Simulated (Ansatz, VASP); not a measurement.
One calculation of BaTiO3, two programs

```xyz
5
Lattice="4.0782 0.0000 0.0000 0.0000 4.0782 0.0000 0.0000 0.0000 4.0968" Properties=species:S:1:pos:R:3 pbc="T T T"
Ba    0.0000    0.0000    0.0000
Ti    2.0391    2.0391    2.0074
O     0.0000    2.0391    2.1180
O     2.0391    0.0000    2.1180
O     2.0391    2.0391    0.0778
```

Alike in both runs: task single point; functional b88 exchange, pbe correlation; k mesh 7 × 7 × 7; occupations fermi-dirac, width 0.05 eV; no spin polarisation.

|  | VASP | Ansatz |
| --- | --- | --- |
| version | VASP 6.6.1 | Ansatz 0.2.0 |
| potentials or method | VASP PAW PBE potentials, release 64 (Ba_sv, Ti_sv, O) | Ansatz PAW |
| plane-wave cutoff (eV) | 600 | 420 |
| valence electrons in the cell | 40 | 40 |

|  | VASP | Ansatz | Ansatz less VASP |
| --- | --- | --- | --- |
| gap on the k mesh at the Fermi level (eV) | 1.74 | 1.80 | +0.055 |
| least direct gap on the mesh (eV) | 1.98 | 2.00 | +0.024 |
| pressure (GPa) | -5.5 | -6.7 | -1.27 |
| traceless stress, the component that is largest in VASP (GPa) | 0.48 | 0.45 | -0.027 |
| rms of the force components (eV/Å) | 0.195 | 0.203 | +0.0075 |

VASP's potentials were made for PBE, not for b88 exchange, pbe correlation. Atom by atom the forces differ by 0.012 eV/Å (rms over components). With one functional, cell and mesh, what is left measures potentials, basis and numerics.

Neither program's run includes spin-orbit coupling. Noted on Ansatz's run: odd divisions of the mesh miss points on the zone boundary, where band edges often lie, so the gap on the mesh can be too wide.
